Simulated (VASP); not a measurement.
ZnS: single point with r2SCAN

ZnS:

```
Zn S
1.0
    -0.28552    2.56969    2.56969
     2.56969   -0.28552    2.56969
     2.56969    2.56969   -0.28552
Zn S
1 1
Direct
  0.00000 0.00000 0.00000
  0.75000 0.75000 0.75000
```

This cell differs from its parent crystal: ratio of the length along [111] to the lengths across it x 0.85, volume and fractional coordinates fixed.

```
Program             : VASP 6.6.1
Task                : single point
Functional          : r2SCAN
Potentials or basis : VASP PAW PBE potentials, release 64 (Zn, S)
Cutoff              : 520 eV
k mesh              : 8 × 8 × 8
Occupations         : gaussian, width 0.05 eV
Spin                : no spin polarisation
```

- Pressure: 3.0 GPa
- Largest force: 1.969 eV/Å
- Band gap on the k mesh: 2.21 eV, direct

Forces on the atoms (eV/Å):
```
Zn   1.137  1.137  1.137
S   -1.137 -1.137 -1.137
```

Stress tensor (GPa, compression positive):
```
2.97 9.57 9.57
9.57 2.97 9.57
9.57 9.57 2.97
```

Levels at points of the mesh, in eV from the valence-band top:
```tsv
k point	band 7	band 8	band 9	band 10	band 11	band 12
(0.00, 0.00, 0.00)	-0.29	-0.29	0.00	2.21	6.02	6.02
(0.50, 0.00, 0.00)	-5.42	-0.81	-0.76	3.91	6.78	8.24
(0.50, 0.50, 0.00)	-4.78	-2.96	-1.75	3.13	4.88	10.54
(0.50, 0.50, 0.50)	-5.38	-1.68	-1.68	2.72	6.47	6.47
```

Wall time 88 s on 1 thread of AMD EPYC 9R45 96-Core Processor (Zen 5), on a shared host, peak memory 0.15 GiB.

Caveat: the PAW data sets were made with another functional, which shifts forces and pressure a little.
